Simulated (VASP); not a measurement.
Wanted: the native input for a VASP 6.6.1 run.

```yaml
Task: single point
Functional: PBE
Potentials_or_basis: VASP PAW PBE potentials, release 64 (Al, N)
Cutoff: 520 eV
k_mesh: 9 × 9 × 6
Occupations: gaussian, width 0.05 eV
Spin: no spin polarisation
Dipole_correction: no
Further_INCAR_settings: ALGO = Normal; EDIFF = 1e-07; NBANDS = 16
```

The structure of AlN lies in POSCAR:

```
AlN
1.0
    3.3121157418      0.0000000000      0.0000000000
   -1.6560578709      2.8683763727      0.0000000000
    0.0000000000      0.0000000000      4.1875630000
Al N
2 2
Direct
    0.3333333333      0.6666666667      0.6067185735
    0.6666666667      0.3333333333      0.2500000000
    0.3333333333      0.6666666667      0.2500000000
    0.6666666667      0.3333333333      0.7500000000
```

This cell differs from its parent crystal: atom 1 (Al) moved by (+0.000, -0.600) A along y and z.

These files were run (other wordings do the same):

INCAR

```
SYSTEM = AlN
  ALGO = Normal
  EDIFF = 1E-7
  ENCUT = 520
  GGA = PE
  ISIF = 2
  ISMEAR = 0
  LASPH = .True.
  LCHARG = .False.
  LREAL = .False.
  LWAVE = .False.
  NBANDS = 16
  NELM = 60
  PREC = Accurate
  SIGMA = 0.05
```

KPOINTS

```
k-points
0
Gamma
  9 9 6
  0 0 0
```

Potentials or basis: VASP PAW PBE potentials, release 64 (Al, N).

Run with:

```sh
$ cat potpaw_PBE.64/Al/POTCAR potpaw_PBE.64/N/POTCAR > POTCAR
$ mpirun -np 1 vasp_std > vasp.out
```

Results of the run:

The pressure is 32.5 GPa, the largest force is 19.114 eV/Å and the band gap on the k mesh is 3.26 eV, direct.

Caveat: the cell differs from its parent crystal (atom 1 (Al) moved by (+0.000, -0.600) A along y and z); forces of over 1 eV/Å act on the atoms, so gaps and moduli don't describe the material at rest.

It took 16 s on 1 thread of Intel(R) Xeon(R) 6975P-C (Granite Rapids), with other jobs on the host, peak memory 0.17 GiB.
